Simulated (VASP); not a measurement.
## P: single point with PBEsol

The system is P.

```
P
1.0
    -3.49687   -6.05676    0.00000
     3.49687   -6.05676    0.00000
     0.00000   -4.03784    6.34173
P
16
Cartesian
  0.1522 -6.0956 2.3595
  0.0688 -8.5118 5.5157
  1.7175 -9.3926 2.5174
  1.7900 -11.6421 5.7462
  -1.6292 -9.5196 2.5498
  -1.4606 -11.3945 5.4258
  0.1438 -12.4375 2.3276
  0.0455 -14.2483 5.5742
  -0.2321 -2.4750 0.8693
  -0.2233 -4.2717 4.4249
  1.7936 -5.3599 1.0855
  2.0480 -7.2923 4.3262
  -1.5958 -5.4378 1.1146
  -1.7708 -7.8625 4.0511
  -0.0116 -8.3654 1.2078
  0.0600 -10.6653 4.0340
```

This cell differs from its parent crystal: dynamics (nvt langevin) at 1200 K, volume x 1.04, from the last frame before.

| Item | Value |
| --- | --- |
| Program | VASP 6.6.1 |
| Task | single point |
| Functional | PBEsol |
| Potentials or basis | VASP PAW PBE potentials, release 64 (P) |
| Cutoff | 400 eV |
| k mesh | 2 × 2 × 2, shifted |
| Occupations | fermi-dirac, width 0.1034 eV |
| Spin | no spin polarisation |
| Dipole correction | no |
| Further INCAR settings | LREAL = Auto; ALGO = Normal; EDIFF = 1e-06; NBANDS = 54; ISYM = -1 |

```
Pressure               : -6.2 GPa
Largest force          : 2.067 eV/Å
Band gap on the k mesh : zero (bands 40 and 41 overlap by 0.25 eV)
```

Forces in eV/Å, atoms in the order of the input:
```
P   -0.591 -1.067  0.092
P    0.059  0.787 -0.282
P    0.651  0.481 -1.506
P    0.379  1.206 -0.792
P    0.251  0.215 -0.938
P   -1.165  0.466  0.374
P   -0.344 -0.245 -0.256
P    1.021 -1.218 -0.140
P    0.402 -0.493  1.053
P    0.589 -0.955  0.269
P    0.288 -0.776 -0.247
P   -1.948 -0.531 -0.442
P   -0.316  0.541  0.452
P    0.498  1.335  1.346
P    0.160 -0.142  0.744
P    0.066  0.398  0.273
```

Stress tensor (GPa, compression positive):
```
 -5.03  -0.43   0.63
 -0.43  -3.60   0.73
  0.63   0.73 -10.05
```

Levels at points of the mesh, in eV from the Fermi level:
```csv
k point,band 38,band 39,band 40,band 41,band 42,band 43
"(0.25, 0.25, 0.25)",-1.20,-0.84,-0.66,-0.08,0.43,0.49
```

It took 44 s on 1 thread of Intel(R) Xeon(R) 6975P-C (Granite Rapids), with other jobs on the host, peak memory 0.3 GiB.

Caveat: the stress differs along the axes, from -10 to -4 GPa; the atoms stand as in a frame of molecular dynamics; the PAW data sets were made with another functional, which shifts forces and pressure a little.
